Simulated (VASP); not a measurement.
## Al3GaN4: single point with PBEsol

The system is Al3GaN4.

```
Al Ga N
1.0
     5.24514    0.00000    0.00011
     0.00000    3.25528    0.00000
    -0.00337    0.00000    4.98455
Al Ga N
3 1 4
Direct
  0.50023 0.50000 0.16733
  0.00092 0.50000 0.83481
  0.00109 0.00000 0.33169
  0.49942 0.00000 0.66620
  0.11117 0.00000 0.66633
  0.12245 0.50000 0.16716
  0.62512 0.50000 0.84019
  0.62319 0.00000 0.32629
```

This cell differs from its parent crystal: strain +0.040 along x and y, -0.080 along z.

| Quantity | Value |
| --- | --- |
| Program | VASP 6.6.1 |
| Task | single point |
| Functional | PBEsol |
| Potentials or basis | VASP PAW PBE potentials, release 64 (Al, Ga_d, N) |
| Cutoff | 520 eV |
| k mesh | 6 × 8 × 4 |
| Occupations | gaussian, width 0.05 eV |
| Spin | no spin polarisation |
| Dipole correction | no |
| Further INCAR settings | ALGO = Normal; EDIFF = 1e-06; NBANDS = 31 |

| Item | Value |
| --- | --- |
| Pressure | 4.2 GPa |
| Largest force | 2.057 eV/Å |
| Band gap on the k mesh | 3.02 eV |

Forces in eV/Å, atoms in the order of the input:
```
Al  -0.820  0.000  1.640
Al  -0.781  0.000 -1.560
Al  -0.720  0.000 -1.711
Ga  -0.727  0.000  1.608
N    0.661  0.000  1.886
N    0.786  0.000  1.691
N    0.920  0.000 -1.839
N    0.681  0.000 -1.714
```

Stress tensor (GPa, compression positive):
```
-13.17   0.00  -0.21
  0.00  -9.52   0.00
 -0.21   0.00  35.17
```

Levels at points of the mesh, in eV from the valence-band top:
```tsv
k point	band 17	band 18	band 19	band 20	band 21	band 22	band 23	band 24	band 25	band 26
(0.00, 0.00, 0.00)	-1.15	-0.71	-0.44	-0.41	0.00	3.02	4.42	5.00	5.93	6.91
(0.50, 0.00, 0.00)	-1.61	-1.00	-0.58	-0.49	-0.16	4.00	4.40	5.33	5.80	7.73
(0.00, 0.50, 0.00)	-2.98	-2.30	-2.24	-1.65	-1.60	5.15	5.16	7.13	7.45	8.64
(0.50, 0.50, 0.00)	-3.15	-1.70	-1.67	-1.67	-1.49	5.59	6.03	6.07	6.19	8.09
(0.00, 0.00, 0.50)	-2.17	-1.20	-0.92	-0.90	-0.63	4.78	5.01	6.29	6.70	7.69
(0.50, 0.00, 0.50)	-1.85	-1.80	-1.78	-1.76	-1.42	5.18	5.52	5.68	5.83	8.01
(0.00, 0.50, 0.50)	-2.22	-1.70	-1.68	-0.73	-0.54	4.95	5.12	6.25	6.31	6.81
(0.50, 0.50, 0.50)	-1.74	-1.30	-1.28	-1.25	-1.07	4.28	4.69	4.75	4.82	7.93
```

Run time: 2.2 min on 1 thread of Intel(R) Xeon(R) Platinum 8488C (Sapphire Rapids) (shared host), peak memory 0.3 GiB.

Caveat: the cell differs from its parent crystal (strain +0.040 along x and y, -0.080 along z); the cell stands under pressure; the PAW data sets were made with another functional, which shifts forces and pressure a little.
